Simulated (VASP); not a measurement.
Os:

```
CELL_PARAMETERS angstrom
2.73410 0.00000 0.00000
-1.36705 2.36780 0.00000
0.00000 0.00000 4.31970
ATOMIC_POSITIONS crystal
Os 0.33333 0.66667 0.25000
Os 0.66667 0.33333 0.75000
```

- Program: VASP 6.6.1
- Task: relaxation of cell and atoms
- Functional: LDA
- Potentials or basis: VASP PAW LDA potentials, release 64 (Os)
- Cutoff: 600 eV
- k mesh: 9 × 9 × 5
- Occupations: methfessel-paxton, width 0.1 eV
- Spin: no spin polarisation

At the start: pressure -8.1 GPa; volume 13.98 Å³/atom.

Q: Where does the relaxation end?

A: Over 7 steps the energy falls by 6.6 meV/atom and the volume is 13.72 Å³/atom (-1.9 %); space group P6_3/mmc (No. 194, to 0.1 Å) before and after.

The path:
```
step  energy change (eV)  largest force (eV/Å)  pressure (GPa)  volume (Å³)
   1              0.0000                0.0000           -8.07        27.96
   2              0.2932                0.0000           47.61        25.21
   3             -0.0132                0.0000           -0.32        27.47
   4             -0.0132                0.0000           -0.04        27.45
   5             -0.0132                0.0000            0.14        27.44
   6             -0.0131                0.0000            0.12        27.44
   7             -0.0133                0.0000            0.13        27.44
```

Final structure:
```
CELL_PARAMETERS angstrom
2.71535 0.00000 0.00000
-1.35767 2.35156 0.00000
0.00000 0.00000 4.29760
ATOMIC_POSITIONS crystal
Os 0.33333 0.66667 0.25000
Os 0.66667 0.33333 0.75000
```
